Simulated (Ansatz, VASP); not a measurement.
# One calculation of TaN, two programs

INCAR

```
PREC = Accurate
ENCUT = 520
EDIFF = 1E-8
ISMEAR = -1
SIGMA = 0.01
LREAL = False
LASPH = True
NELM = 60
ALGO = Normal
ISIF = 2
LWAVE = False
LCHARG = False
GGA = PS
LEFG = True
NBANDS = 24
```

Contents of KPOINTS:

```
Automatic mesh
0
Gamma
  9 9 5
```

Contents of POSCAR:

```
TaN
1.0
    3.0480019786      0.0152400099      0.0152400099
   -1.5108027536      2.6320271392      0.0055782308
    0.0245900000      0.0245900000      4.9180000000
Ta N
2 2
Direct
    0.0000000000      0.0000000000      0.0000000000
    0.0000000000      0.0000000000      0.5000000000
    0.3333333333      0.6666666667      0.2500000000
    0.6666666667      0.3333333333      0.7500000000
```

Input for Ansatz:

```yaml
crystal:
  lattice:
    - [3.0480019786, 0.0152400099, 0.0152400099]
    - [-1.5108027536, 2.6320271392, 0.0055782308]
    - [0.02459, 0.02459, 4.918]
  atoms:
    - { symbol: Ta, position: [0.0, 0.0, 0.0] }
    - { symbol: Ta, position: [0.0, 0.0, 0.5] }
    - { symbol: "N", position: [0.3333333333, 0.6666666667, 0.25] }
    - { symbol: "N", position: [0.6666666667, 0.3333333333, 0.75] }
kpoints:
  mp_grid: { grid: [9, 9, 5] }
scf:
  occupations: { method: fermi_dirac, width: 0.01 }
hamiltonian:
  xc: pbesol
  pseudopotentials: { kind: all_electron, datasets: crystal }
output:
  forces: true
  stress: true
  eigenvalues: true
  efg: { contact_densities: true }
```

Change from the starting cell: equal xy, yz and zx shear strains of +1 %, crystal datasets.

Alike in both runs: task electric field gradients; functional PBEsol; k mesh 9 × 9 × 5; occupations fermi-dirac, width 0.01 eV; no spin polarisation.

```csv
,VASP,Ansatz
version,VASP 6.6.1,Ansatz 0.2.0
potentials or method,"VASP PAW PBE potentials, release 64 (Ta_pv, N), cutoff 520 eV","all-electron PAW with datasets made for the crystal, scalar-relativistic"
```

Ansatz gave:

* pressure (GPa): 48.0
* traceless stress, the component that is largest in VASP (GPa): 55.68
* rms of the force components (eV/Å): 0.083
* size of Vzz on the site where it differs most (V/Å²): 201.1

What did VASP give for the same quantities?

Pressure (GPa): 50.2; traceless stress, the component that is largest in VASP (GPa): 56.46; rms of the force components (eV/Å): 0.085; size of Vzz on the site where it differs most (V/Å²): 179.7.

VASP's potentials were made for PBE, not for PBEsol. Atom by atom the forces differ by 0.002 eV/Å (rms over components). Both programs put the cell under a high pressure, so it lies far from rest at this level. Ansatz ran all-electron here, and VASP with PAW potentials.

Neither program's run includes spin-orbit coupling.
